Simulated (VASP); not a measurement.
## AgBr: phonons with r2SCAN

AgBr:

```
CELL_PARAMETERS angstrom
2.94127 2.94127 0.00000
-2.94127 2.94127 0.00000
0.00000 2.94127 2.94127
ATOMIC_POSITIONS crystal
Ag 0.00000 0.00000 0.00000
Br 0.50000 0.50000 0.00000
```

* Program: VASP 6.6.1
* Task: phonons
* Functional: r2SCAN
* Potentials or basis: VASP PAW PBE potentials, release 64 (Ag, Br)
* Cutoff: 550 eV
* k mesh: 8 × 8 × 8
* Occupations: gaussian, width 0.01 eV
* Spin: no spin polarisation
* Dipole correction: no
* Further INCAR settings: ALGO = Normal; EDIFF = 1e-08; NBANDS = 16; IBRION = 6; POTIM = 0.015; NSW = 1

```json
{
  "Highest phonon frequency at Γ, LO-TO splitting left out": "65 cm⁻¹"
}
```

Phonon frequencies in cm⁻¹ (negative: imaginary):
```
              q point     frequencies
(0.000, 0.000, 0.000)  0 0 0 65 65 65
```

It took 6.3 min on 1 thread of Intel(R) Xeon(R) Platinum 8375C CPU @ 2.90GHz (Ice Lake), with other jobs on the host, peak memory 0.25 GiB.

Caveat: the cell stands under pressure or tension, which shifts response properties.
